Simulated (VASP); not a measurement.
# Al (P6_3/mmc) in VASP: a series of runs

The runs below take Al through single point, with PBEsol.

All numbers are computed with VASP 6.6.1; they aren't measurements. Logs are shortened: lines on timing, memory, paths and dates and some standing lists are left out, and cuts for length are marked.

### Step 1. The cell of the first run

The structure is hexagonal, space group P6_3/mmc (No. 194). Conventional cell: a = 2.770 Å, b = 2.770 Å, c = 4.787 Å, α = 90.00°, β = 90.00°, γ = 120.00°. Al (site symmetry -6m2) has 12 Al at 2.77 to 2.88 Å within 3.7 Å.

This isn't the form of Al at room conditions, which is fcc.

### Step 2. Single point, PBEsol

File INCAR:

```
SYSTEM = Al
ALGO = Fast
EDIFF = 1E-6
ENCUT = 520
GGA = PS
ISIF = 2
ISMEAR = 0
LASPH = .True.
LCHARG = .True.
LELF = .True.
LREAL = .False.
LVHAR = .True.
LWAVE = .False.
NBANDS = 10
NELM = 100
PREC = Accurate
SIGMA = 0.15
```

File KPOINTS:

```
k-points
0
Gamma
  18 18 10
  0 0 0
```

File POSCAR:

```
Al
1.0
    2.7699000000      0.0000000000      0.0000000000
   -1.3849500000      2.3988037660      0.0000000000
    0.0000000000      0.0000000000      4.7867000000
Al
2
Direct
    0.6666666667      0.3333333333      0.7500000000
    0.3333333333      0.6666666667      0.2500000000
```

Potentials or basis: VASP PAW PBE potentials, release 64 (Al).

The run is started by

```sh
$ cat potpaw_PBE.64/Al/POTCAR > POTCAR
$ mpirun -np 1 vasp_std > vasp.out
```

OUTCAR:

```text
SYSTEM = Al
   EDIFF = 1E-6
   ENCUT = 520
   GGA = PS
   ISIF = 2
   ISMEAR = 0
   LASPH = .True.
   LREAL = .False.
   NELM = 100
   PREC = Accurate

 ion  position               nearest neighbor table
   1  0.667  0.333  0.750-   2 2.88   2 2.88   2 2.88   2 2.88   2 2.88   2 2.88
   2  0.333  0.667  0.250-   1 2.88   1 2.88   1 2.88   1 2.88   1 2.88   1 2.88

  LATTYP: Found a hexagonal cell.
 ALAT       =     2.7699000000
 C/A-ratio  =     1.7281129283

  Lattice vectors:

 A1 = (   2.7699000000,   0.0000000000,   0.0000000000)
 A2 = (  -1.3849500000,   2.3988037660,   0.0000000000)
 A3 = (   0.0000000000,   0.0000000000,   4.7867000000)

Analysis of symmetry for initial positions (statically):
=====================================================================
 Subroutine PRICEL returns:
 Original cell was already a primitive cell.

 Routine SETGRP: Setting up the symmetry group for a
 hexagonal supercell.

 Subroutine GETGRP returns: Found 24 space group operations
 (whereof 12 operations were pure point group operations)
 out of a pool of 24 trial point group operations.

The static configuration has the point symmetry D_3d.
 The point group associated with its full space group is D_6h.

Analysis of symmetry for dynamics (positions and initial velocities):
=====================================================================
 Subroutine PRICEL returns:
 Original cell was already a primitive cell.

 Routine SETGRP: Setting up the symmetry group for a
 hexagonal supercell.

 Subroutine GETGRP returns: Found 24 space group operations
 (whereof 12 operations were pure point group operations)
 out of a pool of 24 trial point group operations.

The dynamic configuration has the point symmetry D_3d.
 The point group associated with its full space group is D_6h.

 Subroutine INISYM returns: Found 24 space group operations
 (whereof 12 operations are pure point group operations),
 and found     1 'primitive' translations

----------------------------------------------------------------------------------------

                                     Primitive cell

  volume of cell :      31.8050

  direct lattice vectors                    reciprocal lattice vectors
     2.769900000  0.000000000  0.000000000     0.361023864  0.208437225  0.000000000
    -1.384950000  2.398803766  0.000000000     0.000000000  0.416874450  0.000000000
     0.000000000  0.000000000  4.786700000     0.000000000  0.000000000  0.208912194

  length of vectors
     2.769900000  2.769900000  4.786700000     0.416874450  0.416874450  0.208912194

  position of ions in fractional coordinates (direct lattice)
     0.666666667  0.333333333  0.750000000
     0.333333333  0.666666667  0.250000000

  ion indices of the primitive-cell ions
   primitive index   ion index
                 1           1
                 2           2

----------------------------------------------------------------------------------------

 KPOINTS: k-points

Automatic generation of k-mesh.
 Grid dimensions read from file:
 generate k-points for:   18   18   10

 Generating k-lattice:

  Cartesian coordinates                     Fractional coordinates (reciprocal lattice)
     0.020056881  0.011579846  0.000000000     0.055555556  0.000000000  0.000000000
     0.000000000  0.023159692  0.000000000     0.000000000  0.055555556  0.000000000
     0.000000000  0.000000000  0.020891219     0.000000000  0.000000000  0.100000000

  Length of vectors
     0.023159692  0.023159692  0.020891219

  Shift w.r.t. Gamma in fractional coordinates (k-lattice)
     0.000000000  0.000000000  0.000000000

 Subroutine IBZKPT returns following result:
 ===========================================

 Found    222 irreducible k-points:

 Following reciprocal coordinates:
            Coordinates               Weight
  0.000000  0.000000  0.000000      1.000000
  0.055556  0.000000  0.000000      6.000000
  0.111111  0.000000  0.000000      6.000000
  0.166667  0.000000  0.000000      6.000000
  0.222222  0.000000  0.000000      6.000000
  0.277778  0.000000  0.000000      6.000000
[... 16 lines left out ...]
  0.333333  0.111111  0.000000     12.000000
  0.388889  0.111111  0.000000     12.000000
 [... further k-points ...]
   k-points           NKPTS =    222   k-points in BZ     NKDIM =    222   number of bands    NBANDS=     10
   number of dos      NEDOS =    301   number of ions     NIONS =      2
   total plane-waves  NPLWV =  20736
   dimension x,y,z NGX =    24 NGY =   24 NGZ =   36
   dimension x,y,z NGXF=    48 NGYF=   48 NGZF=   72
   ions per type =               2
   NGX,Y,Z   is equivalent  to a cutoff of  14.40, 14.40, 12.50 a.u.
   NGXF,Y,Z  is equivalent  to a cutoff of  28.81, 28.81, 25.01 a.u.
 SYSTEM =  Al
   PREC   = accura    normal or accurate (medium, high low for compatibility)
   ISTART =      0    job   : 0-new  1-cont  2-samecut
   ICHARG =      2    charge: 1-file 2-atom 10-const
   ISPIN  =      1    spin polarized calculation?
   LNONCOLLINEAR =      F non collinear calculations
   LSORBIT =      F    spin-orbit coupling
   LASPH  =      T    aspherical Exc in radial PAW
   ENCUT  =  520.0 eV  38.22 Ry    6.18 a.u.   5.15  5.15  8.90*2*pi/ulx,y,z
   NELM   =    100;   NELMIN=  2; NELMDL= -5     # of ELM steps
   EDIFF  = 0.1E-05   stopping-criterion for ELM
   LREAL  =      F    real-space projection
   EDIFFG = 0.1E-04   stopping-criterion for IOM
   NSW    =      0    number of steps for IOM
   IBRION =     -1    ionic relax: 0-MD 1-quasi-New 2-CG
   NFREE  =      0    steps in history (QN), initial steepest desc. (CG)
   ISIF   =      2    stress and relaxation
   ISYM   =      2    0-nonsym 1-usesym 2-fastsym
   POTIM  = 0.5000    time-step for ionic-motion
   TEBEG  =    0.0;   TEEND  =   0.0 temperature during run
   PSTRESS=    0.0 pullay stress
   NELECT =       6.0000    total number of electrons
   NUPDOWN=      -1.0000    fix difference up-down
   EMIN   =  10.00;   EMAX   =-10.00  energy-range for DOS
   EFERMI =   0.00;   METHOD = LEGACY
   ISMEAR =     0;   SIGMA  =   0.15  broadening in eV -4-tet -1-fermi 0-gaus
   EFERMI_NEDOS =   21; number of points for ismear=-14 and -15
   IALGO  =     68    algorithm
   IMIX   =      4    mixing-type and parameters
     AMIX     =   0.40;   BMIX     =  1.00
     AMIX_MAG =   1.60;   BMIX_MAG =  1.00
  volume/ion in A,a.u.               =      15.90       107.32
  Fermi-wavevector in a.u.,A,eV,Ry     =   0.938916  1.774295 11.994405  0.881564
  Thomas-Fermi vector in A             =   2.066176
   LORBIT       =      0    0 simple, 1 ext, 2 COOP (PROOUT), +10 PAW based schemes
   GGA     = PS    functional components
   LHFCALC =     F    Hartree Fock is set to
   AEXX    =    0.0000 exact exchange contribution
   IVDW    =     0    specifies the selected vdW correction
   LEPSILON=     F    determine dielectric tensor
   LRPA    =     F    only Hartree local field effects (RPA)
 non-spin polarized calculation
 RMM-DIIS sequential band-by-band and
 Gauss-broadening in eV      SIGMA  =   0.15
  energy-cutoff  :      520.00
  volume of cell :       31.80
 maximum number of plane-waves:       872
 NGX is ok and might be reduce to    24
   NGX = 11   NGY = 11   NGZ = 17

 number of electron       6.0000000 magnetization

 Free energy of the ion-electron system (eV)
  ---------------------------------------------------
  ext. energy  EPLUGINS =         0.00000000
  ---------------------------------------------------
  free energy    TOTEN  =        -8.10661240 eV

  energy without entropy =       -8.09809283  energy(sigma->0) =       -8.10235261

 E-fermi :   8.3252     XC(G=0): -10.3916

 val. band max:        8.3109076664   @ k =   0.3889   0.0000   0.1000
 cond. band min:       8.3289788897   @ k =   0.1111   0.1111   0.3000
 fundamental gap:      0.0180712233
 Fermi energy:         8.3252256681

 k-point     1 :       0.0000    0.0000    0.0000
  band No.  band energies     occupation
      1      -3.0526      2.00000
      2       3.2151      2.00000
      3       3.3079      2.00000
      4      19.7122      0.00000
      5      20.1512      0.00000
      6      20.1512      0.00000
      7      20.2376      0.00000
      8      20.2376      0.00000
      9      21.2617      0.00000
     10      23.5153      0.00000

 k-point     2 :       0.0556    0.0000    0.0000
  band No.  band energies     occupation
      1      -2.9733      2.00000
      2       3.2926      2.00000
      3       3.3817      2.00000
      4      18.2754      0.00000
      5      19.0629      0.00000
      6      19.6510      0.00000
      7      20.8191      0.00000
      8      21.3088      0.00000
      9      21.4392      0.00000
     10      23.5667      0.00000

 k-point     3 :       0.1111    0.0000    0.0000
  band No.  band energies     occupation
      1      -2.7356      2.00000
      2       3.5243      2.00000
      3       3.6031      2.00000
      4      16.1196      0.00000
      5      18.0632      0.00000
      6      19.0712      0.00000
      7      20.4965      0.00000
      8      21.3407      0.00000
      9      22.2600      0.00000
     10      22.5183      0.00000

 k-point     4 :       0.1667    0.0000    0.0000
  band No.  band energies     occupation
      1      -2.3403      2.00000
      2       3.9073      2.00000
      3       3.9722      2.00000
      4      13.9645      0.00000
      5      17.1969      0.00000
      6      18.1165      0.00000
      7      19.5616      0.00000
      8      19.8343      0.00000
      9      21.8518      0.00000
     10      21.9179      0.00000
[... 222 lines left out ...]
 k-point    22 :       0.2778    0.1111    0.0000
  band No.  band energies     occupation
      1       0.0058      2.00000
      2       6.0355      2.00000
      3       6.1855      2.00000
      4       8.4270      0.33731
      5      12.0858      0.00000
      6      14.2027      0.00000
      7      14.5173      0.00000
      8      18.1221      0.00000
      9      18.3363      0.00000
     10      20.1685      0.00000

 k-point    23 :       0.3333    0.1111    0.0000
  band No.  band energies     occupation
      1       1.0088      2.00000
      2       6.1284      2.00000
      3       7.1404      2.00000
      4       7.5733      2.00000
      5      11.4703      0.00000
      6      12.5261      0.00000
      7      13.2225      0.00000
      8      17.8157      0.00000
      9      17.9453      0.00000
     10      19.8725      0.00000

 k-point    24 :       0.3889    0.1111    0.0000
  band No.  band energies     occupation
      1       2.1546      2.00000
      2       4.8248      2.00000
      3       8.2259      1.65076
      4       8.3551      0.77821
      5      10.6098      0.00000
      6      11.0034      0.00000
      7      12.4548      0.00000
      8      17.6291      0.00000
      9      17.7128      0.00000
     10      19.6870      0.00000

 [... further k-points ...]

------------------------ aborting loop because EDIFF is reached ----------------------------------------

  FORCE on cell =-STRESS in cart. coord.  units (eV):
  Direction    XX          YY          ZZ          XY          YZ          ZX
  --------------------------------------------------------------------------------------
  -------------------------------------------------------------------------------------
  Total        0.6918181      0.6918181      0.0985026      0.0000000      0.0000000      0.0000000
  in kB       34.8503750     34.8503750      4.9620759      0.0000000      0.0000000      0.0000000
  external PRESSURE =      24.8876086 kB  Pullay stress =       0.0000000 kB

 VOLUME and BASIS-vectors are now :
 -----------------------------------------------------------------------------
  energy-cutoff  :      520.00
  volume of cell :       31.80
      direct lattice vectors                 reciprocal lattice vectors
     2.769900000  0.000000000  0.000000000     0.361023864  0.208437225  0.000000000
    -1.384950000  2.398803766  0.000000000     0.000000000  0.416874450  0.000000000
     0.000000000  0.000000000  4.786700000     0.000000000  0.000000000  0.208912194

 POSITION                                       TOTAL-FORCE (eV/Angst)
 -----------------------------------------------------------------------------------
      1.38495      0.79960      3.59002        -0.000000      0.000000      0.000000
     -0.00000      1.59920      1.19667         0.000000      0.000000      0.000000
 -----------------------------------------------------------------------------------
    total drift:                               -0.000000      0.000000     -0.000000

  FREE ENERGIE OF THE ION-ELECTRON SYSTEM (eV)
  ---------------------------------------------------
  free  energy   TOTEN  =        -8.1066123973 eV

  energy  without entropy=       -8.0980928269  energy(sigma->0) =       -8.10235261
```

Run time: 59 s. Hardware: 1 thread of Intel Xeon 8259CL, shared host; peak memory 0.18 GiB.

What came out:

```yaml
Free_energy: -8.1066 eV
Pressure: 2.5 GPa
Band_gap_on_the_k_mesh: zero (bands 3 and 4 overlap by 6.90 eV)
```

Stress tensor (GPa, compression positive):
```
3.49 0.00 0.00
0.00 3.49 0.00
0.00 0.00 0.50
```

Levels at points of the mesh, in eV from the Fermi level:
| k point | band 1 | band 2 | band 3 | band 4 | band 5 | band 6 | band 7 |
| --- | --- | --- | --- | --- | --- | --- | --- |
| (0.00, 0.00, 0.00) | -11.38 | -5.11 | -5.02 | 11.39 | 11.83 | 11.83 | 11.91 |
| (0.50, 0.00, 0.00) | -5.14 | -5.10 | 0.61 | 0.71 | 1.38 | 1.49 | 6.48 |
| (0.00, 0.00, 0.50) | -9.77 | -9.77 | 2.48 | 2.48 | 12.74 | 12.74 | 12.74 |
| (0.50, 0.00, 0.50) | -3.94 | -3.94 | -3.12 | -3.12 | 7.52 | 7.52 | 7.84 |

Caveat: the PAW data sets were made with another functional, which shifts forces and pressure a little.

[end of part 1 of 2]
